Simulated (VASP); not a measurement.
# Ho2O (P6_3mc) in VASP: relaxation of cell and atoms with PBE

Aim: the relaxation of cell and atoms of Ho2O with PBE.

Program: VASP 6.6.1. These are calculated values, not measurements. Logs are shortened: lines on timing, memory, paths and dates and some standing lists are left out, and cuts for length are marked.

## (1) The cell of the first run

It takes space group P6_3mc (No. 186, hexagonal). Conventional cell: a = 3.865 Å, b = 3.865 Å, c = 10.111 Å, α = 90.00°, β = 90.00°, γ = 120.00°. Ho (site symmetry 3m) has 2 O at 2.19 to 2.87 Å and 3 Ho at 2.52 Å within 2.9 Å. Within 3.3 Å of Ho (site symmetry 3m) lie 3 Ho at 2.52 Å and 3 O at 2.80 Å. Within 2.9 Å of O (site symmetry 3m) lie 5 Ho at 2.19 to 2.87 Å.

The cell was generated, and may not be a known phase.

## (2) Relaxation of cell and atoms, PBE

The input, INCAR:

```
  ALGO = Normal
  EDIFF = 1E-7
  EDIFFG = -0.08
  ENCUT = 600
  GGA = PE
  GGA_COMPAT = F
  IBRION = 2
  ISIF = 3
  ISMEAR = 0
  LASPH = T
  LCHARG = F
  LMAXMIX = 6
  LREAL = F
  LWAVE = F
  NELM = 200
  NELMIN = 4
  NSW = 36
  PREC = Accurate
  SIGMA = 0.2
```

The input, KPOINTS:

```
k-points
0
Gamma
  5 5 2
```

The input, POSCAR:

```
Ho2O
1.0
    3.8651537200      0.0000000000      0.0000000000
   -1.9325768600      3.3473213100      0.0000000000
    0.0000000000      0.0000000000     10.1110765700
Ho O
4 2
Direct
    0.0000000000      0.0000000000      0.3863926200
    0.0000000000      0.0000000000      0.8863926200
    0.3333333300      0.6666666700      0.7708747500
    0.6666666700      0.3333333300      0.2708747500
    0.0000000000      0.0000000000      0.1029979000
    0.0000000000      0.0000000000      0.6029979000
```

Potentials or basis: VASP PAW PBE potentials, release 64 (Ho_3, O), 4f in core.

Command:

```
> cat potpaw_PBE.64/Ho_3/POTCAR potpaw_PBE.64/O/POTCAR > POTCAR
> mpirun -np 1 vasp_std > vasp.out
```

OUTCAR:

```text
EDIFF = 1E-7
   EDIFFG = -0.08
   ENCUT = 600
   GGA = PE
   IBRION = 2
   ISIF = 3
   ISMEAR = 0
   LASPH = T
   LREAL = F
   NELM = 200
   NELMIN = 4
   NSW = 36
   PREC = Accurate

 ion  position               nearest neighbor table
   1  0.000  0.000  0.386-   6 2.19   4 2.52   4 2.52   4 2.52   5 2.87
   2  0.000  0.000  0.886-   5 2.19   3 2.52   3 2.52   3 2.52   6 2.87
   3  0.333  0.667  0.771-   2 2.52   2 2.52   2 2.52   6 2.80   6 2.80   6 2.80
   4  0.667  0.333  0.271-   1 2.52   1 2.52   1 2.52   5 2.80   5 2.80   5 2.80
   5  0.000  0.000  0.103-   2 2.19   4 2.80   4 2.80   4 2.80   1 2.87
   6  0.000  0.000  0.603-   1 2.19   3 2.80   3 2.80   3 2.80   2 2.87

  LATTYP: Found a hexagonal cell.
 ALAT       =     3.8651537200
 C/A-ratio  =     2.6159571656

  Lattice vectors:

 A1 = (   3.8651537200,   0.0000000000,   0.0000000000)
 A2 = (  -1.9325768600,   3.3473213100,   0.0000000000)
 A3 = (   0.0000000000,   0.0000000000,  10.1110765700)

Analysis of symmetry for initial positions (statically):
=====================================================================
 Subroutine PRICEL returns:
 Original cell was already a primitive cell.

 Routine SETGRP: Setting up the symmetry group for a
 hexagonal supercell.

 Subroutine GETGRP returns: Found 12 space group operations
 (whereof  6 operations were pure point group operations)
 out of a pool of 24 trial point group operations.

The static configuration has the point symmetry C_3v.
 The point group associated with its full space group is C_6v.

Analysis of symmetry for dynamics (positions and initial velocities):
=====================================================================
 Subroutine PRICEL returns:
 Original cell was already a primitive cell.

 Routine SETGRP: Setting up the symmetry group for a
 hexagonal supercell.

 Subroutine GETGRP returns: Found 12 space group operations
 (whereof  6 operations were pure point group operations)
 out of a pool of 24 trial point group operations.

The dynamic configuration has the point symmetry C_3v.
 The point group associated with its full space group is C_6v.

 Subroutine INISYM returns: Found 12 space group operations
 (whereof  6 operations are pure point group operations),
 and found     1 'primitive' translations

----------------------------------------------------------------------------------------

                                     Primitive cell

  volume of cell :     130.8162

  direct lattice vectors                    reciprocal lattice vectors
     3.865153720  0.000000000  0.000000000     0.258721922  0.149373171  0.000000000
    -1.932576860  3.347321310  0.000000000     0.000000000  0.298746343  0.000000000
     0.000000000  0.000000000 10.111076570     0.000000000  0.000000000  0.098901437

  length of vectors
     3.865153720  3.865153719 10.111076570     0.298746343  0.298746343  0.098901437

  position of ions in fractional coordinates (direct lattice)
     0.000000000  0.000000000  0.386392620
     0.000000000  0.000000000  0.886392620
     0.333333330  0.666666670  0.770874750
     0.666666670  0.333333330  0.270874750
     0.000000000  0.000000000  0.102997900
     0.000000000  0.000000000  0.602997900

  ion indices of the primitive-cell ions
   primitive index   ion index
                 1           1
                 2           2
                 3           3
                 4           4
                 5           5
                 6           6

----------------------------------------------------------------------------------------

 KPOINTS: k-points

Automatic generation of k-mesh.
 Grid dimensions read from file:
 generate k-points for:    5    5    2

 Generating k-lattice:

  Cartesian coordinates                     Fractional coordinates (reciprocal lattice)
     0.051744384  0.029874634  0.000000000     0.200000000  0.000000000  0.000000000
     0.000000000  0.059749269  0.000000000     0.000000000  0.200000000  0.000000000
     0.000000000  0.000000000  0.049450718     0.000000000  0.000000000  0.500000000

  Length of vectors
     0.059749269  0.059749269  0.049450718

  Shift w.r.t. Gamma in fractional coordinates (k-lattice)
     0.000000000  0.000000000  0.000000000

 Subroutine IBZKPT returns following result:
 ===========================================

 Found     10 irreducible k-points:

 Following reciprocal coordinates:
            Coordinates               Weight
  0.000000  0.000000  0.000000      1.000000
  0.200000  0.000000  0.000000      6.000000
  0.400000  0.000000  0.000000      6.000000
  0.200000  0.200000  0.000000      6.000000
  0.400000  0.200000  0.000000      6.000000
  0.000000  0.000000  0.500000      1.000000
  0.200000  0.000000  0.500000      6.000000
  0.400000  0.000000  0.500000      6.000000
  0.200000  0.200000  0.500000      6.000000
  0.400000  0.200000  0.500000      6.000000
   k-points           NKPTS =     10   k-points in BZ     NKDIM =     10   number of bands    NBANDS=     28
   number of dos      NEDOS =    301   number of ions     NIONS =      6
   total plane-waves  NPLWV =  86016
   dimension x,y,z NGX =    32 NGY =   32 NGZ =   84
   dimension x,y,z NGXF=    64 NGYF=   64 NGZF=  168
   ions per type =               4   2
   NGX,Y,Z   is equivalent  to a cutoff of  13.76, 13.76, 13.81 a.u.
   NGXF,Y,Z  is equivalent  to a cutoff of  27.53, 27.53, 27.62 a.u.
 SYSTEM =  unknown system
   PREC   = accura    normal or accurate (medium, high low for compatibility)
   ISTART =      0    job   : 0-new  1-cont  2-samecut
   ICHARG =      2    charge: 1-file 2-atom 10-const
   ISPIN  =      1    spin polarized calculation?
   LNONCOLLINEAR =      F non collinear calculations
   LSORBIT =      F    spin-orbit coupling
   LASPH  =      T    aspherical Exc in radial PAW
   ENCUT  =  600.0 eV  44.10 Ry    6.64 a.u.   7.72  7.72 20.19*2*pi/ulx,y,z
   NELM   =    200;   NELMIN=  4; NELMDL= -5     # of ELM steps
   EDIFF  = 0.1E-06   stopping-criterion for ELM
   LREAL  =      F    real-space projection
   EDIFFG = -.8E-01   stopping-criterion for IOM
   NSW    =     36    number of steps for IOM
   IBRION =      2    ionic relax: 0-MD 1-quasi-New 2-CG
   NFREE  =      1    steps in history (QN), initial steepest desc. (CG)
   ISIF   =      3    stress and relaxation
   ISYM   =      2    0-nonsym 1-usesym 2-fastsym
   POTIM  = 0.5000    time-step for ionic-motion
   TEBEG  =    0.0;   TEEND  =   0.0 temperature during run
   PSTRESS=    0.0 pullay stress
   NELECT =      48.0000    total number of electrons
   NUPDOWN=      -1.0000    fix difference up-down
   EMIN   =  10.00;   EMAX   =-10.00  energy-range for DOS
   EFERMI =   0.00;   METHOD = LEGACY
   ISMEAR =     0;   SIGMA  =   0.20  broadening in eV -4-tet -1-fermi 0-gaus
   EFERMI_NEDOS =   21; number of points for ismear=-14 and -15
   IALGO  =     38    algorithm
   IMIX   =      4    mixing-type and parameters
     AMIX     =   0.40;   BMIX     =  1.00
     AMIX_MAG =   1.60;   BMIX_MAG =  1.00
  volume/ion in A,a.u.               =      21.80       147.13
  Fermi-wavevector in a.u.,A,eV,Ry     =   1.172019  2.214795 18.689357  1.373629
  Thomas-Fermi vector in A             =   2.308454
   LORBIT       =      0    0 simple, 1 ext, 2 COOP (PROOUT), +10 PAW based schemes
   GGA     = PE    functional components
   LHFCALC =     F    Hartree Fock is set to
   AEXX    =    0.0000 exact exchange contribution
   IVDW    =     0    specifies the selected vdW correction
   LEPSILON=     F    determine dielectric tensor
   LRPA    =     F    only Hartree local field effects (RPA)
 conjugate gradient relaxation of ions
 non-spin polarized calculation
 Gauss-broadening in eV      SIGMA  =   0.20
  energy-cutoff  :      600.00
  volume of cell :      130.82
 maximum number of plane-waves:      4415
 NGX is ok and might be reduce to    32
   NGX = 15   NGY = 15   NGZ = 41

--------------------------------------- Ionic step        1  -------------------------------------------

 number of electron      47.9999994 magnetization

 Free energy of the ion-electron system (eV)
  ---------------------------------------------------
  ext. energy  EPLUGINS =         0.00000000
  ---------------------------------------------------
  free energy    TOTEN  =       -25.99562530 eV

  energy without entropy =      -25.88960372  energy(sigma->0) =      -25.94261451

 E-fermi :   2.7983     XC(G=0):  -9.9227

 val. band max:        2.7280149651   @ k =   0.2000   0.0000   0.0000
 cond. band min:       2.8253258170   @ k =   0.4000   0.2000   0.0000
 fundamental gap:      0.0973108520
 Fermi energy:         2.7982997948

 k-point     1 :       0.0000    0.0000    0.0000
  band No.  band energies     occupation
      1     -22.8238      2.00000
      2     -22.8238      2.00000
      3     -22.8214      2.00000
      4     -22.8214      2.00000
      5     -21.9628      2.00000
      6     -21.9114      2.00000
[... 412 lines left out ...]
  FREE ENERGIE OF THE ION-ELECTRON SYSTEM (eV)
  ---------------------------------------------------
  free  energy   TOTEN  =       -32.2763264647 eV

  energy  without entropy=      -32.2094585744  energy(sigma->0) =      -32.24289252

 E-fermi :   3.1381     XC(G=0):  -9.4669

 val. band max:        3.0700932008   @ k =   0.2000   0.0000   0.0000
 cond. band min:       3.1394400753   @ k =   0.2000   0.0000   0.5000
 fundamental gap:      0.0693468746
 Fermi energy:         3.1380764872

 k-point     1 :       0.0000    0.0000    0.0000
  band No.  band energies     occupation
      1     -22.1499      2.00000
      2     -21.9793      2.00000
      3     -21.9648      2.00000
      4     -21.9648      2.00000
      5     -21.9499      2.00000
      6     -21.9499      2.00000
[... 299 lines left out ...]
     27       4.0709      0.00000
     28       4.0709      0.00000

 E-fermi :   3.9595     XC(G=0): -10.4084

 val. band max:        3.9563403996   @ k =   0.4000   0.0000   0.0000
 cond. band min:       4.0472947605   @ k =   0.2000   0.2000   0.5000
 fundamental gap:      0.0909543609
 Fermi energy:         3.9595311632

 k-point     1 :       0.0000    0.0000    0.0000
  band No.  band energies     occupation
      1     -20.5440      2.00000
      2     -20.4143      2.00000
      3     -19.9765      2.00000
      4     -19.9765      2.00000
      5     -19.9551      2.00000
      6     -19.9551      2.00000
[... 299 lines left out ...]
     27       5.0982      0.00000
     28       5.0982      0.00000

[... ionic steps 4 to 12 ...]

--------------------------------------- Ionic step       13  -------------------------------------------

 number of electron      48.0000001 magnetization

------------------------ aborting loop because EDIFF is reached ----------------------------------------

  FORCE on cell =-STRESS in cart. coord.  units (eV):
  Direction    XX          YY          ZZ          XY          YZ          ZX
  --------------------------------------------------------------------------------------
  -------------------------------------------------------------------------------------
  Total       -0.1612343     -0.1612343      0.4131591      0.0000000      0.0000000      0.0000000
  in kB       -1.9212547     -1.9212547      4.9231702      0.0000000      0.0000000      0.0000000
  external PRESSURE =       0.3602202 kB  Pullay stress =       0.0000000 kB
[... 65 lines left out ...]
  energy  without entropy=      -38.9589017407  energy(sigma->0) =      -39.01432031

--------------------------------------- Ionic step       15  -------------------------------------------

 number of electron      48.0000001 magnetization

 Free energy of the ion-electron system (eV)
  ---------------------------------------------------
  ext. energy  EPLUGINS =         0.00000000
  ---------------------------------------------------
  free energy    TOTEN  =       -39.07210482 eV

  energy without entropy =      -38.96123063  energy(sigma->0) =      -39.01666772

 E-fermi :   3.5173     XC(G=0): -10.0557

 val. band max:        3.5040590045   @ k =   0.4000   0.0000   0.0000
 cond. band min:       3.6180193613   @ k =   0.2000   0.2000   0.5000
 fundamental gap:      0.1139603568
 Fermi energy:         3.5172566918

 k-point     1 :       0.0000    0.0000    0.0000
  band No.  band energies     occupation
      1     -21.0661      2.00000
      2     -20.9752      2.00000
      3     -20.6479      2.00000
      4     -20.6479      2.00000
      5     -20.6370      2.00000
      6     -20.6370      2.00000
[... 332 lines left out ...]
  FREE ENERGIE OF THE ION-ELECTRON SYSTEM (eV)
  ---------------------------------------------------
  free  energy   TOTEN  =       -39.0721048185 eV

  energy  without entropy=      -38.9612306268  energy(sigma->0) =      -39.01666772

 reached required accuracy - stopping structural energy minimisation
```

Wall time 11 min (1 thread of Intel Xeon 6975P-C (Granite Rapids), shared host); peak memory 0.33 GiB.

Results:

```yaml
Free_energy: -39.0721 eV
Relaxed_volume: 22.46 Å³/atom
Relaxed_cell: a = 3.784 Å, b = 3.784 Å, c = 10.871 Å, α = 90.00°, β = 90.00°, γ = 120.00°
Space_group_after_relaxing_to_0.1_Å: P6_3mc (No. 186)
Energy_gained_by_relaxing: 2179.4 meV/atom
Ionic_steps: 15
Pressure_after_relaxing: -0.2 GPa
Largest_force_after_relaxing: 0.062 eV/Å
Band_gap_on_the_k_mesh: zero (bands 24 and 25 overlap by 1.48 eV)
```

Forces on the atoms (eV/Å):
```
Ho   0.000  0.000 -0.062
Ho   0.000  0.000 -0.062
Ho   0.000  0.000  0.030
Ho   0.000  0.000  0.030
O    0.000  0.000  0.031
O    0.000  0.000  0.031
```

Step by step:
```tsv
step	energy change (eV)	largest force (eV/Å)	pressure (GPa)	volume (Å³)
1	0.0000	7.3518	3.44	130.82
2	-6.4982	5.7157	6.69	139.09
3	-6.2807	13.4660	15.13	142.23
4	-6.7616	8.0714	9.18	140.41
5	-9.8414	3.4106	-1.52	151.24
6	-10.7509	1.3128	-6.81	160.42
7	-10.7959	0.9894	-7.67	162.59
8	-11.4011	0.9898	-6.39	154.28
9	-12.5370	1.0742	2.16	130.73
10	-12.5513	1.1466	5.61	125.60
11	-12.8501	0.5333	5.59	125.05
12	-12.8654	0.3452	6.98	124.46
13	-13.0742	0.0927	0.04	134.46
14	-13.0741	0.0886	-0.22	134.69
15	-13.0765	0.0619	-0.17	134.79
```

Final structure:
```
Ho O
1.0
     3.78368    0.00000    0.00000
    -1.89184    3.27676    0.00000
     0.00000    0.00000   10.87150
Ho O
4 2
Direct
  0.00000 0.00000 0.42521
  0.00000 0.00000 0.92521
  0.33333 0.66667 0.67208
  0.66667 0.33333 0.17208
  0.00000 0.00000 0.16298
  0.00000 0.00000 0.66298
```

Levels at points of the mesh, in eV from the Fermi level:
```
           k point  band 22  band 23  band 24  band 25  band 26  band 27
(0.00, 0.00, 0.00)    -2.83    -0.77     1.24     1.24     1.28     1.92
(0.00, 0.00, 0.50)    -3.54     0.30     0.30     1.53     1.53     1.53
```

Caveat: the k points lie up to 0.38 Å⁻¹ apart in the final cell, too coarse for converged energies and pressures of a metal; spin-orbit coupling is left out, which moves the levels of the heavy elements; the 4f electrons are frozen in the core, so they carry no moment and show no levels; the run has no spin polarisation, though such a crystal can be magnetic; the relaxation stopped at a loose force limit of 0.08 eV/Å, so its end isn't a converged minimum. With open d or f shells a metallic result of PBE can be an artefact of self-interaction; +U or a hybrid may open a gap.

The gap in the log of VASP goes by the Fermi energy; the results here count the filled bands.